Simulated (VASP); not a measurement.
Input of a VASP 6.6.1 run:

The input INCAR:

```
SYSTEM = Ir3F
PREC = Accurate
ENCUT = 520
EDIFF = 1E-6
ISMEAR = 0
SIGMA = 0.1
LREAL = .False.
LASPH = .True.
NELM = 100
ALGO = Normal
ISIF = 2
LWAVE = .False.
LCHARG = .False.
LDIPOL = .True.
IDIPOL = 3
DIPOL = 0.5 0.5 0.363
GGA = PE
IBRION = 2
NSW = 36
EDIFFG = -0.025
```

The input KPOINTS:

```
Automatic mesh
0
Gamma
  12 12 1
  0 0 0
```

Contents of POSCAR:

```
Ir3F
1.0
    2.7367600872      0.0000000000      0.0000000000
   -1.3683800436      2.3701037596      0.0000000000
    0.0000000000      0.0000000000     19.8425800097
Ir F
3 1
Selective dynamics
Direct
    0.6666666667      0.3333333333      0.2015866887  F F F
    0.3333333333      0.6666666667      0.3110139943  F F F
    0.0000000000      0.0000000000      0.4204382699  F F F
    0.0000000000      0.0000000000      0.5202236808  F F T
```

Potentials or basis: VASP PAW PBE potentials, release 64 (Ir, F).

Run with:

```console
$ cat potpaw_PBE.64/Ir/POTCAR potpaw_PBE.64/F/POTCAR > POTCAR
$ mpirun -np 1 vasp_std > vasp.out
```

**Question.** Estimate the energy gained by relaxing.

**Answer.** 19.1 meV/atom.

**Question.** What does it give for the band gap on the k mesh?

**Answer.** Zero (bands 17 and 18 overlap by 2.27 eV).

Step by step:
| step | energy change (eV) | largest force on free atoms (eV/Å) | pressure (GPa) |
| --- | --- | --- | --- |
| 1 | 0.0000 | 1.7180 | -2.23 |
| 2 | -0.0762 | 0.0249 | -0.64 |

Caveat: spin-orbit coupling is left out, which moves the levels of the heavy elements.
